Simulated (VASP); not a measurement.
W3C: single point with PBEsol

W3C, a slab with vacuum:

```
W C
1.0
     2.73176    0.00000    0.00000
    -0.91059    2.57552    0.00000
     0.00000    0.00000   21.31585
W C
3 1
Direct
  0.50000 0.50000 0.18765
  0.00000 0.00000 0.28889
  0.50000 0.50000 0.39013
  0.83333 0.83333 0.55104
```

```
Program             : VASP 6.6.1
Task                : single point
Functional          : PBEsol
Potentials or basis : VASP PAW PBE potentials, release 64 (W_sv, C)
Cutoff              : 520 eV
k mesh              : 10 × 10 × 1
Occupations         : gaussian, width 0.1 eV
Spin                : no spin polarisation
```

| Property | Result |
| --- | --- |
| Largest force | 0.961 eV/Å |
| Band gap on the k mesh | zero (bands 23 and 24 overlap by 1.24 eV) |

Forces in eV/Å, atoms in the order of the input:
```
W    0.001  0.001 -0.059
W   -0.009 -0.013 -0.088
W   -0.008 -0.011  0.961
C    0.016  0.023 -0.814
```

Levels at points of the mesh, in eV from the Fermi level:
```
           k point  band 20  band 21  band 22  band 23  band 24  band 25  band 26  band 27
(0.00, 0.00, 0.00)    -1.33    -1.30    -0.98    -0.61     0.02     1.49     2.01     2.08
(0.50, 0.00, 0.00)    -2.29    -1.50    -0.15     0.58     1.55     1.67     2.25     2.28
(0.50, 0.50, 0.00)    -1.89    -0.06     0.43     0.59     0.78     1.20     1.66     2.42
```

It took 5.3 min on 1 thread of Intel(R) Xeon(R) Platinum 8259CL CPU @ 2.50GHz (Skylake/Cascade Lake), on a shared host, peak memory 0.31 GiB.

Caveat: the PAW data sets were made with another functional, which shifts forces and pressure a little; spin-orbit coupling is left out, which moves the levels of the heavy elements.
